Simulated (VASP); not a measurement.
Input of a VASP 6.6.1 run:

File INCAR:

```
PREC = Accurate
ENCUT = 500
EDIFF = 1E-6
ISMEAR = 0
SIGMA = 0.05
LREAL = F
LASPH = T
NELM = 120
ALGO = Normal
ISIF = 2
LWAVE = F
LCHARG = T
GGA = CA
LELF = T
LVHAR = T
NBANDS = 30
GGA_COMPAT = F
```

The input KPOINTS:

```
regular mesh
0
Gamma
  5 5 5
```

The input POSCAR:

```
Au
1.0
    4.0579295600      0.0000000000      0.0000000000
    0.0000000000      4.0579295600      0.0000000000
    0.0000000000      0.0000000000      4.0579295600
Au
4
Direct
    0.0000000000      0.0000000000      0.0000000000
    0.0000000000      0.5000000000      0.5000000000
    0.5000000000      0.0000000000      0.5000000000
    0.5000000000      0.5000000000      0.0000000000
```

Potentials or basis: VASP PAW LDA potentials, release 64 (Au).

Launch:

```sh
$ cat potpaw_LDA.64/Au/POTCAR > POTCAR
$ mpirun -np 1 vasp_std > vasp.out
```

(1) Estimate the band gap on the k mesh.

(2) Estimate the pressure.

Answers

(1) zero (bands 22 and 23 overlap by 1.32 eV).

(2) 0.5 GPa.

Caveat: spin-orbit coupling is left out, which moves the levels of the heavy elements.
